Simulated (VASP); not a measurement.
# BP (F-43m) in VASP: G0W0 quasiparticle levels with PBE

Aim: the G0W0 quasiparticle levels of BP with PBE.

Everything below comes from runs of VASP 6.6.1. Logs are shortened: lines on timing, memory, paths and dates and some standing lists are left out, and cuts for length are marked.

### 1 The cell of the first run

Symmetry: F-43m, No. 216, cubic system. Conventional cell: a = 4.537 Å, b = 4.537 Å, c = 4.537 Å, α = 90.00°, β = 90.00°, γ = 90.00°. Within 2.6 Å of B (site symmetry -43m) lie 4 P at 1.96 Å. Within 2.6 Å of P (site symmetry -43m) lie 4 B at 1.96 Å.

### 2 G0W0 quasiparticle levels, PBE

Input file POSCAR:

```
BP
1.0
    0.0000000000      2.2683156724      2.2683156724
    2.2683156724      0.0000000000      2.2683156724
    2.2683156724      2.2683156724      0.0000000000
B P
1 1
Direct
    0.0000000000      0.0000000000      0.0000000000
    0.2500000000      0.2500000000      0.2500000000
```

Input file INCAR.step1:

```
SYSTEM = BP
PREC = Accurate
ENCUT = 500
EDIFF = 1E-8
ISMEAR = 0
SIGMA = 0.01
LREAL = .FALSE.
LASPH = .TRUE.
NELM = 60
ALGO = Normal
LWAVE = .TRUE.
LCHARG = .FALSE.
GGA = PE
```

Input file INCAR.step2:

```
SYSTEM = BP
PREC = Accurate
ENCUT = 500
EDIFF = 1E-8
ISMEAR = 0
SIGMA = 0.01
LREAL = .FALSE.
LASPH = .TRUE.
NELM = 1
ALGO = Exact
LWAVE = .TRUE.
LCHARG = .FALSE.
GGA = PE
NBANDS = 73
LOPTICS = .TRUE.
ISTART = 1
```

Input file INCAR.step3:

```
SYSTEM = BP
PREC = Accurate
ENCUT = 500
EDIFF = 1E-8
ISMEAR = 0
SIGMA = 0.01
LREAL = .FALSE.
LASPH = .TRUE.
ALGO = EVGW0
LWAVE = .FALSE.
LCHARG = .FALSE.
GGA = PE
NELMGW = 1
NBANDS = 73
ENCUTGW = 120.0
NOMEGA = 96
PRECFOCK = Fast
ISTART = 1
NBANDSGW = 12
OMEGAMAX = 20
```

Input file KPOINTS:

```
Automatic mesh
0
G
  6 6 6
  0 0 0
```

Potentials or basis: VASP PAW PBE potentials, release 64 (B_GW, P_GW).

Started as:

```
$ cat potpaw_PBE.64/B_GW/POTCAR potpaw_PBE.64/P_GW/POTCAR > POTCAR
$ cp INCAR.step1 INCAR
$ mpirun -np 1 vasp_std > vasp.out
$ cp INCAR.step2 INCAR
$ mpirun -np 1 vasp_std > vasp.out
$ cp INCAR.step3 INCAR
$ mpirun -np 1 vasp_std > vasp.out
```

OUTCAR:

```text
SYSTEM = BP
   PREC = Accurate
   ENCUT = 500
   EDIFF = 1E-8
   ISMEAR = 0
   LREAL = .FALSE.
   LASPH = .TRUE.
   GGA = PE
   NELMGW = 1
   ENCUTGW = 120.0
   PRECFOCK = Fast
   ISTART = 1

 ion  position               nearest neighbor table
   1  0.000  0.000  0.000-   2 1.96   2 1.96   2 1.96   2 1.96
   2  0.250  0.250  0.250-   1 1.96   1 1.96   1 1.96   1 1.96

  LATTYP: Found a face centered cubic cell.
 ALAT       =     4.5366313448

  Lattice vectors:

 A1 = (   0.0000000000,   2.2683156724,   2.2683156724)
 A2 = (   2.2683156724,   0.0000000000,   2.2683156724)
 A3 = (   2.2683156724,   2.2683156724,   0.0000000000)

Analysis of symmetry for initial positions (statically):
=====================================================================
 Subroutine PRICEL returns:
 Original cell was already a primitive cell.

 Routine SETGRP: Setting up the symmetry group for a
 face centered cubic supercell.

 Subroutine GETGRP returns: Found 24 space group operations
 (whereof 24 operations were pure point group operations)
 out of a pool of 48 trial point group operations.

The static configuration has the point symmetry T_d .

Analysis of symmetry for dynamics (positions and initial velocities):
=====================================================================
 Subroutine PRICEL returns:
 Original cell was already a primitive cell.

 Routine SETGRP: Setting up the symmetry group for a
 face centered cubic supercell.

 Subroutine GETGRP returns: Found 24 space group operations
 (whereof 24 operations were pure point group operations)
 out of a pool of 48 trial point group operations.

The dynamic configuration has the point symmetry T_d .

 Subroutine INISYM returns: Found 24 space group operations
 (whereof 24 operations are pure point group operations),
 and found     1 'primitive' translations

----------------------------------------------------------------------------------------

                                     Primitive cell

  volume of cell :      23.3421

  direct lattice vectors                    reciprocal lattice vectors
     0.000000000  2.268315672  2.268315672    -0.220427873  0.220427873  0.220427873
     2.268315672  0.000000000  2.268315672     0.220427873 -0.220427873  0.220427873
     2.268315672  2.268315672  0.000000000     0.220427873  0.220427873 -0.220427873

  length of vectors
     3.207882788  3.207882788  3.207882788     0.381792276  0.381792276  0.381792276

  position of ions in fractional coordinates (direct lattice)
     0.000000000  0.000000000  0.000000000
     0.250000000  0.250000000  0.250000000

  ion indices of the primitive-cell ions
   primitive index   ion index
                 1           1
                 2           2

----------------------------------------------------------------------------------------

 KPOINTS: Automatic mesh

Automatic generation of k-mesh.
 Grid dimensions read from file:
 generate k-points for:    6    6    6

 Generating k-lattice:

  Cartesian coordinates                     Fractional coordinates (reciprocal lattice)
    -0.036737979  0.036737979  0.036737979     0.166666667  0.000000000  0.000000000
     0.036737979 -0.036737979  0.036737979     0.000000000  0.166666667  0.000000000
     0.036737979  0.036737979 -0.036737979     0.000000000  0.000000000  0.166666667

  Length of vectors
     0.063632046  0.063632046  0.063632046

  Shift w.r.t. Gamma in fractional coordinates (k-lattice)
     0.000000000  0.000000000  0.000000000

 Subroutine IBZKPT returns following result:
 ===========================================

 Found     16 irreducible k-points:

 Following reciprocal coordinates:
            Coordinates               Weight
  0.000000  0.000000  0.000000      1.000000
  0.166667  0.000000  0.000000      8.000000
  0.333333  0.000000  0.000000      8.000000
  0.500000  0.000000  0.000000      4.000000
  0.166667  0.166667  0.000000      6.000000
  0.333333  0.166667  0.000000     24.000000
[... 8 lines left out ...]
 -0.333333  0.333333  0.166667     24.000000
 -0.333333  0.500000  0.166667     12.000000
   k-points           NKPTS =     16   k-points in BZ     NKDIM =    216   number of bands    NBANDS=     73
   number of dos      NEDOS =    301   number of ions     NIONS =      2
   total plane-waves  NPLWV =  13824
   dimension x,y,z NGX =    24 NGY =   24 NGZ =   24
   dimension x,y,z NGXF=    48 NGYF=   48 NGZF=   48
   ions per type =               1   1
   NGX,Y,Z   is equivalent  to a cutoff of  12.44, 12.44, 12.44 a.u.
   NGXF,Y,Z  is equivalent  to a cutoff of  24.88, 24.88, 24.88 a.u.
 SYSTEM =  BP
   PREC   = accura    normal or accurate (medium, high low for compatibility)
   ISTART =      1    job   : 0-new  1-cont  2-samecut
   ICHARG =      0    charge: 1-file 2-atom 10-const
   ISPIN  =      1    spin polarized calculation?
   LNONCOLLINEAR =      F non collinear calculations
   LSORBIT =      F    spin-orbit coupling
   LASPH  =      T    aspherical Exc in radial PAW
   ENCUT  =  500.0 eV  36.75 Ry    6.06 a.u.   5.85  5.85  5.85*2*pi/ulx,y,z
   NELM   =     60;   NELMIN=  2; NELMDL=  0     # of ELM steps
   EDIFF  = 0.1E-07   stopping-criterion for ELM
   LREAL  =      F    real-space projection
   EDIFFG = 0.1E-06   stopping-criterion for IOM
   NSW    =      0    number of steps for IOM
   IBRION =     -1    ionic relax: 0-MD 1-quasi-New 2-CG
   NFREE  =      0    steps in history (QN), initial steepest desc. (CG)
   ISIF   =      0    stress and relaxation
   ISYM   =      3    0-nonsym 1-usesym 2-fastsym
   POTIM  = 0.5000    time-step for ionic-motion
   TEBEG  =    0.0;   TEEND  =   0.0 temperature during run
   PSTRESS=    0.0 pullay stress
   NELECT =       8.0000    total number of electrons
   NUPDOWN=      -1.0000    fix difference up-down
   EMIN   =  10.00;   EMAX   =-10.00  energy-range for DOS
   EFERMI =   0.00;   METHOD = LEGACY
   ISMEAR =     0;   SIGMA  =   0.01  broadening in eV -4-tet -1-fermi 0-gaus
   EFERMI_NEDOS =   21; number of points for ismear=-14 and -15
   IALGO  =     38    algorithm
   IMIX   =      4    mixing-type and parameters
     AMIX     =   0.40;   BMIX     =  1.00
     AMIX_MAG =   1.60;   BMIX_MAG =  1.00
  volume/ion in A,a.u.               =      11.67        78.76
  Fermi-wavevector in a.u.,A,eV,Ry     =   1.145666  2.164995 17.858333  1.312550
  Thomas-Fermi vector in A             =   2.282353
   LORBIT       =      0    0 simple, 1 ext, 2 COOP (PROOUT), +10 PAW based schemes
   GGA     = PE    functional components
   LHFCALC =     T    Hartree Fock is set to
   PRECFOCK=fast      Normal, Fast or Accurate (Low or Medium for compatibility)
   ENCUT4O =  -1.0   cutoff for four orbital integrals eV
   NKREDX  =     1    reduce k-point grid by
   NKREDY  =     1    reduce k-point grid by
   NKREDZ  =     1    reduce k-point grid by
   AEXX    =    1.0000 exact exchange contribution
   HFSCREEN=    0.0000 screening length (either q_TF or 0.3 A-1)
   HFSCREENC=   0.0000 screening length for correlation (either q_TF or 0.3 A-1)
   ENCUTFOCK=  -1.0 apply spherical cutoff to Coloumb kernel
   IVDW    =     0    specifies the selected vdW correction
   LEPSILON=     F    determine dielectric tensor
   LRPA    =     F    only Hartree local field effects (RPA)
   LRPAFORCE           =     F    calculate RPA forces
   ENCUTGW             = 120.0    cutoff for response function in eV
   ENCUTGWSOFT         =  96.0    soft cutoff for Coulomb kernel in GW response function in eV
   ENCUTLF             =  -1.0    cutoff for local field effects
   NELMGW              =     1    number of iterations in solving QP/BSE equation
   NELMHF              =     1    number of iterations in the inner HF iteration
   NKREDLFX            =     1    NKREDLFY  =   1   NKREDLFZ  =   1
 non-spin polarized calculation
 Gauss-broadening in eV      SIGMA  =   0.01
  energy-cutoff  :      500.00
  volume of cell :       23.34
 maximum number of plane-waves:       609
  NGX = 14; NGY = 14; NGZ = 14
   NGX = 11   NGY = 11   NGZ = 11
 maximum number of plane-waves:        74
 NGX is ok and might be reduce to    14

 QP shifts <psi_nk| G(iteration)W_0 |psi_nk>: iteration 1
 for sc-GW calculations column KS-energies equals QP-energies in previous step
 and V_xc(KS)=  KS-energies - (<T + V_ion + V_H > + <T+V_H+V_ion>^1  + <V_x>^1)

 k-point   1 :       0.0000    0.0000    0.0000
  band No.  KS-energies  QP-energies   sigma(KS)   V_xc(KS)     V^pw_x(r,r')   Z            occupation Imag(sigma)

      1      -8.3229      -8.9726     -13.0151     -12.0613     -20.4864       0.6811       2.0000       1.3062
      2       7.1472       6.7540     -13.8051     -13.3071     -14.9343       0.7894       2.0000       0.0228
      3       7.1472       6.7540     -13.8051     -13.3071     -14.9343       0.7894       2.0000       0.0228
      4       7.1472       6.7540     -13.8051     -13.3071     -14.9343       0.7894       2.0000       0.0228
      5      10.5517      11.0127     -11.4936     -12.0801      -7.1377       0.7861       0.0000      -0.0537
      6      10.5517      11.0127     -11.4936     -12.0801      -7.1377       0.7861       0.0000      -0.0537
      7      10.5517      11.0127     -11.4936     -12.0801      -7.1377       0.7861       0.0000      -0.0537
      8      14.5364      15.0092     -12.1344     -12.7624      -6.2229       0.7529       0.0000      -0.1233
      9      18.6770      18.6567      -9.4890      -9.4630      -3.3702       0.7842       0.0000      -0.3058
     10      19.1687      19.7256     -11.0415     -11.7612      -4.9766       0.7739       0.0000      -0.2662
     11      19.1687      19.7256     -11.0415     -11.7612      -4.9766       0.7739       0.0000      -0.2662
     12      22.8365      22.9966      -9.7434      -9.9499      -2.8214       0.7752       0.0000      -0.7228

 k-point   2 :       0.1667    0.0000    0.0000
  band No.  KS-energies  QP-energies   sigma(KS)   V_xc(KS)     V^pw_x(r,r')   Z            occupation Imag(sigma)

      1      -7.8247      -8.4868     -13.0490     -12.1027     -20.3361       0.6996       2.0000       1.2437
      2       4.3101       3.7701     -13.3950     -12.6916     -15.4329       0.7678       2.0000       0.0432
      3       6.4827       6.0611     -13.6577     -13.1210     -14.9535       0.7854       2.0000       0.0259
      4       6.4827       6.0611     -13.6577     -13.1210     -14.9535       0.7854       2.0000       0.0259
      5      11.1687      11.5979     -11.6252     -12.1738      -7.0764       0.7822       0.0000      -0.0588
      6      11.4550      11.9470     -11.6040     -12.2354      -6.9730       0.7792       0.0000      -0.0611
      7      11.4550      11.9470     -11.6040     -12.2354      -6.9730       0.7792       0.0000      -0.0611
      8      15.8256      16.2913     -11.9874     -12.6136      -5.7573       0.7437       0.0000      -0.1737
      9      18.0207      18.4485     -10.6115     -11.1611      -4.7091       0.7784       0.0000      -0.2397
     10      18.0207      18.4485     -10.6115     -11.1611      -4.7091       0.7784       0.0000      -0.2397
     11      19.9156      19.9893      -9.7335      -9.8288      -3.3525       0.7741       0.0000      -0.3801
     12      22.3396      22.4153      -9.8057      -9.9035      -3.0061       0.7742       0.0000      -0.5811
[... 196 lines left out ...]
      1      -3.8777      -4.4508     -13.5238     -12.7302     -19.3304       0.7221       2.0000       0.6536
      2      -0.9747      -1.6397     -13.1792     -12.2505     -17.7115       0.7160       2.0000       0.2775
      3       1.6432       1.0045     -12.9827     -12.1226     -16.0657       0.7426       2.0000       0.0977
      4       3.1702       2.5756     -13.0087     -12.2278     -15.3878       0.7614       2.0000       0.0548
      5      11.6542      12.0327     -10.8525     -11.3349      -6.0842       0.7846       0.0000      -0.0648
      6      12.8511      13.2573     -11.2272     -11.7524      -6.0636       0.7736       0.0000      -0.0825
      7      15.7511      16.2697     -11.3993     -12.0881      -5.2597       0.7529       0.0000      -0.1779
      8      16.2992      16.7437     -11.3374     -11.9309      -5.0634       0.7491       0.0000      -0.2065
      9      17.6002      18.1023     -11.5288     -12.1920      -5.2148       0.7571       0.0000      -0.2639
     10      21.8772      22.4172     -11.4867     -12.2067      -4.2038       0.7500       0.0000      -0.5738
     11      24.6707      25.1737     -11.7656     -12.4392      -4.0876       0.7467       0.0000      -0.8117
     12      25.7500      25.8987     -10.0414     -10.2381      -2.8470       0.7557       0.0000      -0.7413

 k-point  16 :      -0.3333    0.5000    0.1667
  band No.  KS-energies  QP-energies   sigma(KS)   V_xc(KS)     V^pw_x(r,r')   Z            occupation Imag(sigma)

      1      -3.2635      -3.8031     -13.5628     -12.8151     -19.0786       0.7218       2.0000       0.5605
      2      -1.0811      -1.7684     -13.5307     -12.5673     -18.3022       0.7135       2.0000       0.3076
      3       1.8435       1.2047     -12.7845     -11.9309     -15.6503       0.7484       2.0000       0.0820
      4       1.9665       1.3406     -12.7791     -11.9434     -15.6108       0.7489       2.0000       0.0800
      5      10.9763      11.3076     -10.8986     -11.3203      -6.2232       0.7857       0.0000      -0.0621
      6      11.5942      11.9420     -10.8393     -11.2808      -6.0852       0.7878       0.0000      -0.0645
      7      16.2565      16.7546     -11.5680     -12.2363      -5.1915       0.7455       0.0000      -0.2136
      8      16.9204      17.4381     -11.5005     -12.1873      -5.1344       0.7537       0.0000      -0.2362
      9      20.0179      20.5814     -11.6970     -12.4554      -4.5451       0.7431       0.0000      -0.4530
     10      23.2183      23.7780     -11.4277     -12.1751      -3.9252       0.7489       0.0000      -0.6653
     11      23.6052      24.1559     -12.0353     -12.7697      -4.5522       0.7499       0.0000      -0.7196
     12      27.6010      27.9577     -11.4028     -11.8853      -3.7515       0.7393       0.0000      -1.0024
```

Wall time 3.1 min (1 thread of Intel Xeon 6975P-C (Granite Rapids), shared host); peak memory 0.36 GiB.

Results:

- Quasiparticle gap: 1.93 eV
- Least direct quasiparticle gap: 4.26 eV
- Band gap of the starting levels on the mesh: 1.33 eV
- Least direct gap of the starting levels on the mesh: 3.40 eV

Caveat: the k points lie up to 0.40 Å⁻¹ apart; bands, screening cutoff and mesh are small and nothing is extrapolated, so the quasiparticle values aren't converged.
